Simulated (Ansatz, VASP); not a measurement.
**Two plane-wave programs on Rh**

File INCAR:

```
  PREC = Accurate
  ENCUT = 520
  EDIFF = 1E-6
  ISMEAR = -1
  SIGMA = 0.05
  LREAL = False
  LASPH = True
  NELM = 150
  ALGO = Normal
  ISIF = 2
  LWAVE = False
  LCHARG = False
  ISPIN = 2
  MAGMOM = 1
  LORBIT = 11
  LMAXMIX = 4
  GGA = PE
  NBANDS = 18
```

Contents of KPOINTS:

```
Automatic mesh
0
Gamma
  23 23 23
```

Contents of POSCAR:

```
Rh
1.0
    0.0000000000      1.9649899883      1.9649899883
    1.9649899883      0.0000000000      1.9649899883
    1.9649899883      1.9649899883      0.0000000000
Rh
1
Direct
    0.0000000000      0.0000000000      0.0000000000
```

Input for Ansatz:

```yaml
crystal:
  lattice:
    - [0.0, 1.9649899883, 1.9649899883]
    - [1.9649899883, 0.0, 1.9649899883]
    - [1.9649899883, 1.9649899883, 0.0]
  atoms:
    - { symbol: Rh, position: [0.0, 0.0, 0.0], spin: 1.0 }
hamiltonian:
  xc: pbe
  pseudopotentials:
    kind: paw
    azcp:
      Rh: "pseudopotentials/Rh.paw.azcp"
basis:
  ecutwfc: 420
  fft_grid_basis: typed
kpoints:
  mp_grid: { grid: [23, 23, 23], shift: [0, 0, 0] }
magnetization:
  spin_polarized: true
scf:
  occupations: { method: fermi_dirac, width: 0.05 }
output:
  stress: true
```

Alike in both runs: task single point; functional PBE; k mesh 23 × 23 × 23; occupations fermi-dirac, width 0.05 eV; collinear spin.

|  | VASP | Ansatz |
| --- | --- | --- |
| version | VASP 6.6.1 | Ansatz 0.2.0 |
| potentials or method | VASP PAW PBE potentials, release 64 (Rh_pv), cutoff 520 eV | plane waves (420 eV) with PAW, scalar-relativistic |
| valence electrons in the cell | 15 | 17 |

|  | VASP | Ansatz | Ansatz less VASP |
| --- | --- | --- | --- |
| pressure (GPa) | -16.2 | -16.2 | -0.01 |
| net moment per atom (μB) | 0.00 | 0.00 | 0.000 |

With one functional, cell and mesh, what is left measures potentials, basis and numerics. VASP's potentials hold 15 valence electrons a cell and Ansatz's 17, so a difference there can come from the potentials and not from the codes. Ansatz's warnings: seeded moment not kept.
